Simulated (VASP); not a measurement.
# Ti (I4/mmm) in VASP: single point with PBEsol

Aim: the single point of Ti with PBEsol.

Everything below comes from runs of VASP 6.6.1. Logs are shortened: lines on timing, memory, paths and dates and some standing lists are left out, and cuts for length are marked.

## (1) The cell of the first run

Symmetry: I4/mmm, No. 139, tetragonal system. Conventional cell: a = 3.413 Å, b = 3.413 Å, c = 3.545 Å, α = 90.00°, β = 90.00°, γ = 90.00°. Within 3.9 Å of Ti (site symmetry 4/mmm) lie 14 Ti at 2.99 to 3.54 Å.

## (2) Single point, PBEsol (strain +0.040 along x and y, +0.080 along z)

The input, INCAR:

```
SYSTEM = Ti
  PREC = Accurate
  ENCUT = 520
  EDIFF = 1E-6
  ISMEAR = 0
  SIGMA = 0.15
  LREAL = .False.
  LASPH = .True.
  NELM = 100
  ALGO = Fast
  ISIF = 2
  LWAVE = .False.
  LCHARG = .False.
  GGA = PS
  NBANDS = 12
```

The input, KPOINTS:

```
Automatic mesh
0
Gamma
  20 20 20
  0 0 0
```

The input, POSCAR:

```
Ti
1.0
   -1.7066400000      1.7066400000      1.7722800000
    1.7066400000     -1.7066400000      1.7722800000
    1.7066400000      1.7066400000     -1.7722800000
Ti
1
Direct
    0.0000000000      0.0000000000      0.0000000000
```

Potentials or basis: VASP PAW PBE potentials, release 64 (Ti_sv).

Launch:

```
> cat potpaw_PBE.64/Ti_sv/POTCAR > POTCAR
> mpirun -np 1 vasp_std > vasp.out
```

OUTCAR:

```text
SYSTEM = Ti
   PREC = Accurate
   ENCUT = 520
   EDIFF = 1E-6
   ISMEAR = 0
   LREAL = .False.
   LASPH = .True.
   NELM = 100
   ISIF = 2
   GGA = PS

 ion  position               nearest neighbor table
   1  0.000  0.000  0.000-

  LATTYP: Found a body centered tetragonal cell.
 ALAT       =     3.4132800000
 C/A-ratio  =     1.0384615385

  Lattice vectors:

 A1 = (  -1.7066400000,   1.7066400000,   1.7722800000)
 A2 = (   1.7066400000,  -1.7066400000,   1.7722800000)
 A3 = (   1.7066400000,   1.7066400000,  -1.7722800000)

Analysis of symmetry for initial positions (statically):
=====================================================================
 Subroutine PRICEL returns:
 Original cell was already a primitive cell.

 Routine SETGRP: Setting up the symmetry group for a
 body centered tetragonal supercell.

 Subroutine GETGRP returns: Found 16 space group operations
 (whereof 16 operations were pure point group operations)
 out of a pool of 16 trial point group operations.

The static configuration has the point symmetry D_4h.

Analysis of symmetry for dynamics (positions and initial velocities):
=====================================================================
 Subroutine PRICEL returns:
 Original cell was already a primitive cell.

 Routine SETGRP: Setting up the symmetry group for a
 body centered tetragonal supercell.

 Subroutine GETGRP returns: Found 16 space group operations
 (whereof 16 operations were pure point group operations)
 out of a pool of 16 trial point group operations.

The dynamic configuration has the point symmetry D_4h.

 Subroutine INISYM returns: Found 16 space group operations
 (whereof 16 operations are pure point group operations),
 and found     1 'primitive' translations

----------------------------------------------------------------------------------------

                                     Primitive cell

  volume of cell :      20.6479

  direct lattice vectors                    reciprocal lattice vectors
    -1.706640000  1.706640000  1.772280000     0.000000000  0.292973328  0.282122464
     1.706640000 -1.706640000  1.772280000     0.292973328  0.000000000  0.282122464
     1.706640000  1.706640000 -1.772280000     0.292973328  0.292973328  0.000000000

  length of vectors
     2.994364136  2.994364136  2.994364136     0.406726512  0.406726512  0.414326853

  position of ions in fractional coordinates (direct lattice)
     0.000000000  0.000000000  0.000000000
[... 77 lines left out ...]
   LREAL  =      F    real-space projection
   EDIFFG = 0.1E-04   stopping-criterion for IOM
   NSW    =      0    number of steps for IOM
   IBRION =     -1    ionic relax: 0-MD 1-quasi-New 2-CG
   NFREE  =      0    steps in history (QN), initial steepest desc. (CG)
   ISIF   =      2    stress and relaxation
   ISYM   =      2    0-nonsym 1-usesym 2-fastsym
   POTIM  = 0.5000    time-step for ionic-motion
   TEBEG  =    0.0;   TEEND  =   0.0 temperature during run
   PSTRESS=    0.0 pullay stress
   NELECT =      12.0000    total number of electrons
   NUPDOWN=      -1.0000    fix difference up-down
   EMIN   =  10.00;   EMAX   =-10.00  energy-range for DOS
   EFERMI =   0.00;   METHOD = LEGACY
   ISMEAR =     0;   SIGMA  =   0.15  broadening in eV -4-tet -1-fermi 0-gaus
   EFERMI_NEDOS =   21; number of points for ismear=-14 and -15
   IALGO  =     68    algorithm
   IMIX   =      4    mixing-type and parameters
     AMIX     =   0.40;   BMIX     =  1.00
     AMIX_MAG =   1.60;   BMIX_MAG =  1.00
  volume/ion in A,a.u.               =      20.65       139.34
  Fermi-wavevector in a.u.,A,eV,Ry     =   1.366186  2.581717 25.394790  1.866464
  Thomas-Fermi vector in A             =   2.492349
   LORBIT       =      0    0 simple, 1 ext, 2 COOP (PROOUT), +10 PAW based schemes
   GGA     = PS    functional components
   LHFCALC =     F    Hartree Fock is set to
   AEXX    =    0.0000 exact exchange contribution
   IVDW    =     0    specifies the selected vdW correction
   LEPSILON=     F    determine dielectric tensor
   LRPA    =     F    only Hartree local field effects (RPA)
 non-spin polarized calculation
 RMM-DIIS sequential band-by-band and
 Gauss-broadening in eV      SIGMA  =   0.15
  energy-cutoff  :      520.00
  volume of cell :       20.65
 maximum number of plane-waves:       575
   NGX = 11   NGY = 11   NGZ = 11

 number of electron      12.0000002 magnetization

 Free energy of the ion-electron system (eV)
  ---------------------------------------------------
  ext. energy  EPLUGINS =         0.00000000
  ---------------------------------------------------
  free energy    TOTEN  =        -7.99083211 eV

  energy without entropy =       -7.95704205  energy(sigma->0) =       -7.97393708

 E-fermi :   6.2976     XC(G=0): -10.8317

 val. band max:        6.2965679052   @ k =  -0.2000  -0.3000   0.2000
 cond. band min:       6.2995382600   @ k =   0.1500   0.1500   0.0500
 fundamental gap:      0.0029703547
 Fermi energy:         6.2975976262

 k-point     1 :       0.0000    0.0000    0.0000
  band No.  band energies     occupation
      1     -50.3634      2.00000
      2     -26.4689      2.00000
      3     -26.4689      2.00000
      4     -26.4637      2.00000
      5       0.7525      2.00000
      6       7.0485      0.00000
      7       7.0485      0.00000
      8       7.2536      0.00000
      9       8.4077      0.00000
     10       8.6431      0.00000
     11      22.1303      0.00000
     12      22.7039      0.00000
[... 331 lines left out ...]
 k-point    24 :      -0.3500    0.0500    0.0000
  band No.  band energies     occupation
      1     -50.3159      2.00000
      2     -26.7486      2.00000
      3     -26.5580      2.00000
      4     -26.4694      2.00000
      5       3.3162      2.00000
      6       6.3659      0.51941
      7       6.4565      0.13416
      8       8.2699      0.00000
      9       8.7240      0.00000
     10       8.8918      0.00000
     11      16.0451      0.00000
     12      19.6679      0.00000

 [... further k-points ...]
[... 5 lines left out ...]
  --------------------------------------------------------------------------------------
  -------------------------------------------------------------------------------------
  Total       -2.2391874     -2.2391874     -2.1115310      0.0000000      0.0000000      0.0000000
  in kB     -173.7500182   -173.7500182   -163.8445051      0.0000000      0.0000000      0.0000000
  external PRESSURE =    -170.4481805 kB  Pullay stress =       0.0000000 kB

 VOLUME and BASIS-vectors are now :
 -----------------------------------------------------------------------------
  energy-cutoff  :      520.00
  volume of cell :       20.65
      direct lattice vectors                 reciprocal lattice vectors
    -1.706640000  1.706640000  1.772280000     0.000000000  0.292973328  0.282122464
     1.706640000 -1.706640000  1.772280000     0.292973328  0.000000000  0.282122464
     1.706640000  1.706640000 -1.772280000     0.292973328  0.292973328  0.000000000

 POSITION                                       TOTAL-FORCE (eV/Angst)
 -----------------------------------------------------------------------------------
      0.00000      0.00000      0.00000         0.000000     -0.000000      0.000000
 -----------------------------------------------------------------------------------
    total drift:                               -0.000000      0.000000      0.000000

  FREE ENERGIE OF THE ION-ELECTRON SYSTEM (eV)
  ---------------------------------------------------
  free  energy   TOTEN  =        -7.9908321138 eV

  energy  without entropy=       -7.9570420455  energy(sigma->0) =       -7.97393708
```

stdout:

```text
POSCAR found type information on POSCAR Ti
 POSCAR found :  1 types and       1 ions
 scaLAPACK will be used
 -----------------------------------------------------------------------------
|                                                                             |
|                                                                             |
|     You enforced a specific xc type in the INCAR file but a different       |
|     I HOPE YOU KNOW WHAT YOU ARE DOING!                                     |
|                                                                             |
 -----------------------------------------------------------------------------

 LDA part: xc-table for (Slater+PW92), standard interpolation
 POSCAR, INCAR and KPOINTS ok, starting setup
 FFT: planning ... GRIDC
 FFT: planning ... GRID_SOFT
 FFT: planning ... GRID
 WAVECAR not read
 entering main loop
WARNING in EDDRMM: call to ZHEGV failed, returncode =   8  4     11
WARNING in EDDRMM: call to ZHEGV failed, returncode =   6  3      6
WARNING in EDDRMM: call to ZHEGV failed, returncode =   6  3      7
WARNING in EDDRMM: call to ZHEGV failed, returncode =   6  3     10
WARNING in EDDRMM: call to ZHEGV failed, returncode =   6  3      7
WARNING in EDDRMM: call to ZHEGV failed, returncode =   6  3      5
WARNING in EDDRMM: call to ZHEGV failed, returncode =   8  4      5
WARNING in EDDRMM: call to ZHEGV failed, returncode =   6  3      6
WARNING in EDDRMM: call to ZHEGV failed, returncode =   6  3      5
WARNING in EDDRMM: call to ZHEGV failed, returncode =   6  3      5
```

Run time: 4.7 min. Hardware: 1 thread of Intel Xeon 8259CL, shared host; peak memory 0.27 GiB.

Results:

```yaml
Free_energy: -7.9908 eV
Pressure: -17.0 GPa
Band_gap_on_the_k_mesh: zero (bands 6 and 7 overlap by 1.32 eV)
```

Stress tensor (GPa, compression positive):
```
-17.38   0.00   0.00
  0.00 -17.38   0.00
  0.00   0.00 -16.38
```

Caveat: the cell differs from its parent crystal (strain +0.040 along x and y, +0.080 along z); the cell stands under tension; the PAW data sets were made with another functional, which shifts forces and pressure a little.
